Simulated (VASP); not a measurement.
# BeAu3 (Pm-3m) in VASP: notebook

The runs below take BeAu3 through single point, with r2SCAN.

All numbers are computed with VASP 6.6.1; they aren't measurements. Logs are shortened: lines on timing, memory, paths and dates and some standing lists are left out, and cuts for length are marked.

### 1 The cell of the first run

It takes space group Pm-3m (No. 221, cubic). Conventional cell: a = 4.012 Å, b = 4.012 Å, c = 4.012 Å, α = 90.00°, β = 90.00°, γ = 90.00°. Au (site symmetry 4/mmm) has 8 Au at 2.84 Å and 4 Be at 2.84 Å within 3.7 Å. Within 3.7 Å of Be (site symmetry m-3m) lie 12 Au at 2.84 Å.

### 2 Single point, r2SCAN

The input, POSCAR:

```
BeAu3
1.0
    4.0117060000      0.0000000000      0.0000000000
    0.0000000000      4.0117060000      0.0000000000
    0.0000000000      0.0000000000      4.0117060000
Au Be
3 1
Direct
    0.5000000000      0.5000000000      0.0000000000
    0.5000000000      0.0000000000      0.5000000000
    0.0000000000      0.5000000000      0.5000000000
    0.0000000000      0.0000000000      0.0000000000
```

The input, INCAR.step1:

```
PREC = Accurate
ENCUT = 520
ISMEAR = -1
SIGMA = 0.1
LREAL = False
LASPH = True
NELM = 100
NBANDS = 26
GGA = PE
ALGO = Normal
EDIFF = 1E-4
LWAVE = True
LCHARG = False
```

The input, INCAR.step2:

```
PREC = Accurate
ENCUT = 520
EDIFF = 1E-6
ISMEAR = -1
SIGMA = 0.1
LREAL = False
LASPH = True
NELM = 100
ALGO = Normal
ISIF = 2
LWAVE = False
LCHARG = True
METAGGA = R2SCAN
LMIXTAU = True
LELF = True
LVHAR = True
NBANDS = 26
ISTART = 1
```

The input, KPOINTS:

```
Automatic mesh
0
Gamma
  6 6 6
```

Potentials or basis: VASP PAW PBE potentials, release 64 (Au, Be).

On the command line:

```bash
$ cat potpaw_PBE.64/Au/POTCAR potpaw_PBE.64/Be/POTCAR > POTCAR
$ cp INCAR.step1 INCAR
$ mpirun -np 1 vasp_std > vasp.out
$ cp INCAR.step2 INCAR
$ mpirun -np 1 vasp_std > vasp.out
```

OUTCAR:

```text
PREC = Accurate
   ENCUT = 520
   EDIFF = 1E-6
   ISMEAR = -1
   LREAL = False
   LASPH = True
   NELM = 100
   ISIF = 2
   METAGGA = R2SCAN
   ISTART = 1

 ion  position               nearest neighbor table
   1  0.500  0.500  0.000-   2 2.84   3 2.84   4 2.84   2 2.84   3 2.84   2 2.84   4 2.84   2 2.84
                             3 2.84   4 2.84   3 2.84   4 2.84
   2  0.500  0.000  0.500-   1 2.84   3 2.84   4 2.84   1 2.84   4 2.84   1 2.84   3 2.84   1 2.84
                             3 2.84   4 2.84   4 2.84   3 2.84
   3  0.000  0.500  0.500-   1 2.84   2 2.84   4 2.84   1 2.84   4 2.84   2 2.84   4 2.84   4 2.84
                             1 2.84   2 2.84   1 2.84   2 2.84
   4  0.000  0.000  0.000-   1 2.84   2 2.84   3 2.84   2 2.84   3 2.84   1 2.84   3 2.84   3 2.84
                             1 2.84   2 2.84   2 2.84   1 2.84

  LATTYP: Found a simple cubic cell.
 ALAT       =     4.0117060000

  Lattice vectors:

 A1 = (   4.0117060000,   0.0000000000,   0.0000000000)
 A2 = (   0.0000000000,   4.0117060000,   0.0000000000)
 A3 = (   0.0000000000,   0.0000000000,   4.0117060000)

Analysis of symmetry for initial positions (statically):
=====================================================================
 Subroutine PRICEL returns:
 Original cell was already a primitive cell.

 Routine SETGRP: Setting up the symmetry group for a
 simple cubic supercell.

 Subroutine GETGRP returns: Found 48 space group operations
 (whereof 48 operations were pure point group operations)
 out of a pool of 48 trial point group operations.

The static configuration has the point symmetry O_h .

Analysis of symmetry for dynamics (positions and initial velocities):
=====================================================================
 Subroutine PRICEL returns:
 Original cell was already a primitive cell.

 Routine SETGRP: Setting up the symmetry group for a
 simple cubic supercell.

 Subroutine GETGRP returns: Found 48 space group operations
 (whereof 48 operations were pure point group operations)
 out of a pool of 48 trial point group operations.

The dynamic configuration has the point symmetry O_h .

 Subroutine INISYM returns: Found 48 space group operations
 (whereof 48 operations are pure point group operations),
 and found     1 'primitive' translations

----------------------------------------------------------------------------------------

                                     Primitive cell

  volume of cell :      64.5635

  direct lattice vectors                    reciprocal lattice vectors
     4.011706000  0.000000000  0.000000000     0.249270510  0.000000000  0.000000000
     0.000000000  4.011706000  0.000000000     0.000000000  0.249270510  0.000000000
     0.000000000  0.000000000  4.011706000     0.000000000  0.000000000  0.249270510

  length of vectors
     4.011706000  4.011706000  4.011706000     0.249270510  0.249270510  0.249270510

  position of ions in fractional coordinates (direct lattice)
     0.500000000  0.500000000  0.000000000
     0.500000000  0.000000000  0.500000000
     0.000000000  0.500000000  0.500000000
     0.000000000  0.000000000  0.000000000

  ion indices of the primitive-cell ions
   primitive index   ion index
                 1           1
                 2           2
                 3           3
                 4           4

----------------------------------------------------------------------------------------

 KPOINTS: Automatic mesh

Automatic generation of k-mesh.
 Grid dimensions read from file:
 generate k-points for:    6    6    6

 Generating k-lattice:

  Cartesian coordinates                     Fractional coordinates (reciprocal lattice)
     0.041545085  0.000000000  0.000000000     0.166666667  0.000000000  0.000000000
     0.000000000  0.041545085  0.000000000     0.000000000  0.166666667  0.000000000
     0.000000000  0.000000000  0.041545085     0.000000000  0.000000000  0.166666667

  Length of vectors
     0.041545085  0.041545085  0.041545085

  Shift w.r.t. Gamma in fractional coordinates (k-lattice)
     0.000000000  0.000000000  0.000000000

 Subroutine IBZKPT returns following result:
 ===========================================

 Found     20 irreducible k-points:

 Following reciprocal coordinates:
            Coordinates               Weight
  0.000000  0.000000  0.000000      1.000000
  0.166667  0.000000  0.000000      6.000000
  0.333333  0.000000  0.000000      6.000000
  0.500000  0.000000  0.000000      3.000000
  0.166667  0.166667  0.000000     12.000000
  0.333333  0.166667  0.000000     24.000000
[... 12 lines left out ...]
  0.500000  0.500000  0.333333      6.000000
  0.500000  0.500000  0.500000      1.000000
   k-points           NKPTS =     20   k-points in BZ     NKDIM =     20   number of bands    NBANDS=     26
   number of dos      NEDOS =    301   number of ions     NIONS =      4
   total plane-waves  NPLWV =  27000
   dimension x,y,z NGX =    30 NGY =   30 NGZ =   30
   dimension x,y,z NGXF=    60 NGYF=   60 NGZF=   60
   ions per type =               3   1
   NGX,Y,Z   is equivalent  to a cutoff of  12.43, 12.43, 12.43 a.u.
   NGXF,Y,Z  is equivalent  to a cutoff of  24.86, 24.86, 24.86 a.u.
 SYSTEM =  unknown system
   PREC   = accura    normal or accurate (medium, high low for compatibility)
   ISTART =      1    job   : 0-new  1-cont  2-samecut
   ICHARG =      0    charge: 1-file 2-atom 10-const
   ISPIN  =      1    spin polarized calculation?
   LNONCOLLINEAR =      F non collinear calculations
   LSORBIT =      F    spin-orbit coupling
   LASPH  =      T    aspherical Exc in radial PAW
   ENCUT  =  520.0 eV  38.22 Ry    6.18 a.u.   7.46  7.46  7.46*2*pi/ulx,y,z
   NELM   =    100;   NELMIN=  2; NELMDL=  0     # of ELM steps
   EDIFF  = 0.1E-05   stopping-criterion for ELM
   LREAL  =      F    real-space projection
   EDIFFG = 0.1E-04   stopping-criterion for IOM
   NSW    =      0    number of steps for IOM
   IBRION =     -1    ionic relax: 0-MD 1-quasi-New 2-CG
   NFREE  =      0    steps in history (QN), initial steepest desc. (CG)
   ISIF   =      2    stress and relaxation
   ISYM   =      2    0-nonsym 1-usesym 2-fastsym
   POTIM  = 0.5000    time-step for ionic-motion
   TEBEG  =    0.0;   TEEND  =   0.0 temperature during run
   PSTRESS=    0.0 pullay stress
   NELECT =      35.0000    total number of electrons
   NUPDOWN=      -1.0000    fix difference up-down
   EMIN   =  10.00;   EMAX   =-10.00  energy-range for DOS
   EFERMI =   0.00;   METHOD = LEGACY
   ISMEAR =    -1;   SIGMA  =   0.10  broadening in eV -4-tet -1-fermi 0-gaus
   EFERMI_NEDOS =   21; number of points for ismear=-14 and -15
   IALGO  =     38    algorithm
   IMIX   =      4    mixing-type and parameters
     AMIX     =   0.40;   BMIX     =  1.00
     AMIX_MAG =   1.60;   BMIX_MAG =  1.00
  volume/ion in A,a.u.               =      16.14       108.92
  Fermi-wavevector in a.u.,A,eV,Ry     =   1.334858  2.522516 24.243486  1.781846
  Thomas-Fermi vector in A             =   2.463607
   LORBIT       =      0    0 simple, 1 ext, 2 COOP (PROOUT), +10 PAW based schemes
   METAGGA = R2SCAN    functional components
   LHFCALC =     F    Hartree Fock is set to
   AEXX    =    0.0000 exact exchange contribution
   IVDW    =     0    specifies the selected vdW correction
   LEPSILON=     F    determine dielectric tensor
   LRPA    =     F    only Hartree local field effects (RPA)
 non-spin polarized calculation
  energy-cutoff  :      520.00
  volume of cell :       64.56
 maximum number of plane-waves:      1755
 NGX is ok and might be reduce to    30
   NGX = 15   NGY = 15   NGZ = 15

 number of electron      35.0000009 magnetization

 Free energy of the ion-electron system (eV)
  ---------------------------------------------------
  ext. energy  EPLUGINS =         0.00000000
  ---------------------------------------------------
  free energy    TOTEN  =      -155.73826037 eV

  energy without entropy =     -155.69815556  energy(sigma->0) =     -155.71820797

 E-fermi :   8.3611     XC(G=0): -12.8810

 val. band max:        8.2732664805   @ k =   0.0000   0.0000   0.0000
 cond. band min:       8.5032937976   @ k =   0.5000   0.3333   0.3333
 fundamental gap:      0.2300273170
 Fermi energy:         8.3610918782

 k-point     1 :       0.0000    0.0000    0.0000
  band No.  band energies     occupation
      1      -1.9511      2.00000
      2       0.5243      2.00000
      3       1.4750      2.00000
      4       1.4750      2.00000
      5       1.4750      2.00000
      6       1.7701      2.00000
[... 18 lines left out ...]
     25      16.1260      0.00000
     26      19.9086      0.00000

 k-point     2 :       0.1667    0.0000    0.0000
  band No.  band energies     occupation
      1      -1.6293      2.00000
      2       0.7153      2.00000
      3       1.5444      2.00000
      4       1.6291      2.00000
      5       1.6291      2.00000
      6       1.7445      2.00000
[... 18 lines left out ...]
     25      17.1613      0.00000
     26      18.4752      0.00000

 k-point     3 :       0.3333    0.0000    0.0000
  band No.  band energies     occupation
      1      -0.7393      2.00000
      2       1.1623      2.00000
      3       1.5918      2.00000
      4       1.7013      2.00000
      5       2.0508      2.00000
      6       2.0508      2.00000
[... 18 lines left out ...]
     25      16.6738      0.00000
     26      19.9333      0.00000

 k-point     4 :       0.5000    0.0000    0.0000
  band No.  band energies     occupation
      1       0.1274      2.00000
      2       1.0493      2.00000
      3       1.5822      2.00000
      4       1.7921      2.00000
      5       2.4242      2.00000
      6       2.4242      2.00000
[... 18 lines left out ...]
     25      15.9367      0.00000
     26      21.9154      0.00000

 k-point     5 :       0.1667    0.1667    0.0000
  band No.  band energies     occupation
      1      -1.3199      2.00000
      2       0.9022      2.00000
      3       1.5900      2.00000
      4       1.7339      2.00000
      5       1.8141      2.00000
      6       1.8640      2.00000
[... 18 lines left out ...]
     25      17.5895      0.00000
     26      18.3791      0.00000

 k-point     6 :       0.3333    0.1667    0.0000
  band No.  band energies     occupation
      1      -0.4622      2.00000
      2       1.3458      2.00000
      3       1.7489      2.00000
      4       1.7728      2.00000
      5       2.0774      2.00000
      6       2.2113      2.00000
[... 311 lines left out ...]
 k-point    17 :       0.3333    0.3333    0.3333
  band No.  band energies     occupation
      1       0.5988      2.00000
      2       1.0649      2.00000
      3       1.6735      2.00000
      4       1.6735      2.00000
      5       2.7602      2.00000
      6       2.9211      2.00000
[... 18 lines left out ...]
     25      19.1479      0.00000
     26      19.1479      0.00000

 k-point    18 :       0.5000    0.3333    0.3333
  band No.  band energies     occupation
      1       0.9105      2.00000
      2       0.9414      2.00000
      3       1.2053      2.00000
      4       1.6107      2.00000
      5       2.8175      2.00000
      6       2.9643      2.00000
[... 18 lines left out ...]
     25      19.5057      0.00000
     26      20.2546      0.00000

 k-point    19 :       0.5000    0.5000    0.3333
  band No.  band energies     occupation
      1       0.7490      2.00000
      2       1.1079      2.00000
      3       1.1079      2.00000
      4       1.1953      2.00000
      5       2.9750      2.00000
      6       2.9750      2.00000
[... 18 lines left out ...]
     25      20.4781      0.00000
     26      20.4781      0.00000

 k-point    20 :       0.5000    0.5000    0.5000
  band No.  band energies     occupation
      1       0.5640      2.00000
      2       0.9989      2.00000
      3       0.9989      2.00000
      4       0.9989      2.00000
      5       2.9971      2.00000
      6       2.9971      2.00000
[... 18 lines left out ...]
     25      20.5697      0.00000
     26      20.5697      0.00000

------------------------ aborting loop because EDIFF is reached ----------------------------------------

  FORCE on cell =-STRESS in cart. coord.  units (eV):
  Direction    XX          YY          ZZ          XY          YZ          ZX
  --------------------------------------------------------------------------------------
  -------------------------------------------------------------------------------------
  Total       -1.7001016     -1.7001016     -1.7001016     -0.0000000     -0.0000000     -0.0000000
  in kB      -42.1888956    -42.1888956    -42.1888956     -0.0000000     -0.0000000     -0.0000000
  external PRESSURE =     -42.1888956 kB  Pullay stress =       0.0000000 kB

 VOLUME and BASIS-vectors are now :
 -----------------------------------------------------------------------------
  energy-cutoff  :      520.00
  volume of cell :       64.56
      direct lattice vectors                 reciprocal lattice vectors
     4.011706000  0.000000000  0.000000000     0.249270510  0.000000000  0.000000000
     0.000000000  4.011706000  0.000000000     0.000000000  0.249270510  0.000000000
     0.000000000  0.000000000  4.011706000     0.000000000  0.000000000  0.249270510

 POSITION                                       TOTAL-FORCE (eV/Angst)
 -----------------------------------------------------------------------------------
      2.00585      2.00585      0.00000         0.000000      0.000000      0.000000
      2.00585      0.00000      2.00585         0.000000      0.000000      0.000000
      0.00000      2.00585      2.00585         0.000000      0.000000      0.000000
      0.00000      0.00000      0.00000         0.000000      0.000000      0.000000
 -----------------------------------------------------------------------------------
    total drift:                                0.000000      0.000000     -0.000000

  FREE ENERGIE OF THE ION-ELECTRON SYSTEM (eV)
  ---------------------------------------------------
  free  energy   TOTEN  =      -155.7382603750 eV

  energy  without entropy=     -155.6981555563  energy(sigma->0) =     -155.71820797
```

It took 4.5 min on 1 thread of Intel Xeon 8259CL, shared host; peak memory 0.18 GiB.

What came out:

```yaml
Free_energy: -155.7383 eV
Pressure: -4.2 GPa
Band_gap_on_the_k_mesh: zero (an odd number of electrons rules out a gap without spin polarisation)
```

Levels at points of the mesh, in eV from the Fermi level:
```
           k point  band 15  band 16  band 17  band 18  band 19  band 20
(0.00, 0.00, 0.00)    -1.94    -1.94    -0.09    -0.09    -0.09     5.24
(0.50, 0.00, 0.00)    -3.74    -3.03    -1.93     3.95     4.08     4.08
(0.50, 0.50, 0.00)    -3.53    -3.46    -1.65    -0.60    -0.60     6.08
(0.50, 0.50, 0.50)    -2.30    -2.07    -2.07    -2.07    -1.00     2.33
```

Caveat: the cell stands under tension; the PAW data sets were made with another functional, which shifts forces and pressure a little; spin-orbit coupling is left out, which moves the levels of the heavy elements.

### 3 Single point, r2SCAN

POSCAR is that of step 2.

The input, INCAR.step1:

```
SYSTEM = BeAu3
PREC     = Accurate       ! precision mode
ENCUT    = 520            ! plane-wave cutoff, eV
ISMEAR   = -1             ! smearing method
SIGMA    = 0.1            ! smearing width, eV
LREAL    = .FALSE.        ! projectors in reciprocal space
LASPH    = .TRUE.         ! aspherical terms in the spheres
NELM     = 100            ! most SCF steps
NBANDS   = 26             ! bands
GGA      = PE             ! functional
ALGO     = Normal         ! electronic algorithm
EDIFF    = 1E-4           ! SCF threshold, eV
LWAVE    = .TRUE.         ! write WAVECAR
LCHARG   = .FALSE.        ! write CHGCAR
```

The input, INCAR.step2:

```
SYSTEM = BeAu3
PREC     = Accurate       ! precision mode
ENCUT    = 520            ! plane-wave cutoff, eV
EDIFF    = 1E-7           ! SCF threshold, eV
ISMEAR   = -1             ! smearing method
SIGMA    = 0.1            ! smearing width, eV
LREAL    = .FALSE.        ! projectors in reciprocal space
LASPH    = .TRUE.         ! aspherical terms in the spheres
NELM     = 100            ! most SCF steps
ALGO     = Normal         ! electronic algorithm
ISIF     = 2              ! what is computed and relaxed
LWAVE    = .FALSE.        ! write WAVECAR
LCHARG   = .FALSE.        ! write CHGCAR
METAGGA  = R2SCAN         ! meta-GGA
LMIXTAU  = .TRUE.       
NBANDS   = 26             ! bands
ISTART   = 1
```

The input, KPOINTS:

```
regular mesh
0
G
  6 6 6
  0 0 0
```

Potentials or basis: VASP PAW PBE potentials, release 64 (Au, Be).

On the command line:

```bash
$ cat potpaw_PBE.64/Au/POTCAR potpaw_PBE.64/Be/POTCAR > POTCAR
$ cp INCAR.step1 INCAR
$ mpirun -np 1 vasp_std > vasp.out
$ cp INCAR.step2 INCAR
$ mpirun -np 1 vasp_std > vasp.out
```

OUTCAR:

```text
SYSTEM = BeAu3
   PREC = Accurate
   ENCUT = 520
   EDIFF = 1E-7
   ISMEAR = -1
   LREAL = .FALSE.
   LASPH = .TRUE.
   NELM = 100
   ISIF = 2
   METAGGA = R2SCAN
   ISTART = 1

 ion  position               nearest neighbor table
   1  0.500  0.500  0.000-   2 2.84   3 2.84   4 2.84   2 2.84   3 2.84   2 2.84   4 2.84   2 2.84
                             3 2.84   4 2.84   3 2.84   4 2.84
   2  0.500  0.000  0.500-   1 2.84   3 2.84   4 2.84   1 2.84   4 2.84   1 2.84   3 2.84   1 2.84
[... 779 lines left out ...]
  --------------------------------------------------------------------------------------
  -------------------------------------------------------------------------------------
  Total       -1.6976932     -1.6976932     -1.6976932     -0.0000000      0.0000000      0.0000000
  in kB      -42.1291304    -42.1291304    -42.1291304     -0.0000000      0.0000000      0.0000000
  external PRESSURE =     -42.1291304 kB  Pullay stress =       0.0000000 kB

 VOLUME and BASIS-vectors are now :
 -----------------------------------------------------------------------------
  energy-cutoff  :      520.00
  volume of cell :       64.56
      direct lattice vectors                 reciprocal lattice vectors
     4.011706000  0.000000000  0.000000000     0.249270510  0.000000000  0.000000000
     0.000000000  4.011706000  0.000000000     0.000000000  0.249270510  0.000000000
     0.000000000  0.000000000  4.011706000     0.000000000  0.000000000  0.249270510

 POSITION                                       TOTAL-FORCE (eV/Angst)
 -----------------------------------------------------------------------------------
      2.00585      2.00585      0.00000         0.000000      0.000000      0.000000
      2.00585      0.00000      2.00585         0.000000      0.000000      0.000000
      0.00000      2.00585      2.00585         0.000000      0.000000      0.000000
      0.00000      0.00000      0.00000         0.000000      0.000000      0.000000
 -----------------------------------------------------------------------------------
    total drift:                                0.000000      0.000000     -0.000000

  FREE ENERGIE OF THE ION-ELECTRON SYSTEM (eV)
  ---------------------------------------------------
  free  energy   TOTEN  =      -155.7382616355 eV

  energy  without entropy=     -155.6981524184  energy(sigma->0) =     -155.71820703
```

It took 4.6 min on 1 thread of Intel Xeon 8259CL, shared host; peak memory 0.19 GiB.

What came out:

| Quantity | Value |
| --- | --- |
| Free energy | -155.7383 eV |
| Pressure | -4.2 GPa |
| Band gap on the k mesh | zero (an odd number of electrons rules out a gap without spin polarisation) |

Caveat: the cell stands under tension; the PAW data sets were made with another functional, which shifts forces and pressure a little; spin-orbit coupling is left out, which moves the levels of the heavy elements.

The gap in the log of VASP goes by the Fermi energy; the results here count the filled bands.